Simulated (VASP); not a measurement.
The system is CsH.

```
CELL_PARAMETERS angstrom
3.81841 0.00000 0.00000
0.00000 3.81841 0.00000
0.00000 0.00000 3.81841
ATOMIC_POSITIONS crystal
Cs 0.00000 0.00000 0.00000
H 0.50000 0.50000 0.50000
```

* Program: VASP 6.6.1
* Task: relaxation of cell and atoms
* Functional: LDA
* Potentials or basis: VASP PAW LDA potentials, release 64 (Cs_sv, H)
* Cutoff: 600 eV
* k mesh: 6 × 6 × 6
* Occupations: gaussian, width 0.01 eV
* Spin: no spin polarisation

At the start: pressure -1.8 GPa; volume 27.84 Å³/atom.

Problem. Where does the relaxation end?

Solution. Over 5 steps the energy falls by 23.3 meV/atom and the volume is 24.32 Å³/atom (-12.6 %); space group Pm-3m (No. 221, to 0.05 Å).

The path:
| step | energy change (eV) | largest force (eV/Å) | pressure (GPa) | volume (Å³) |
| --- | --- | --- | --- | --- |
| 1 | 0.0000 | 0.0000 | -1.85 | 55.67 |
| 2 | -0.0258 | 0.0000 | -1.35 | 53.13 |
| 3 | -0.0449 | 0.0000 | -0.44 | 49.84 |
| 4 | -0.0466 | 0.0000 | 0.07 | 48.45 |
| 5 | -0.0466 | 0.0000 | -0.02 | 48.64 |

Final structure:
```xyz
2
Lattice="3.6504 0.0000 0.0000 0.0000 3.6504 0.0000 0.0000 0.0000 3.6504" Properties=species:S:1:pos:R:3 pbc="T T T"
Cs    0.0000    0.0000    0.0000
H     1.8252    1.8252    1.8252
```
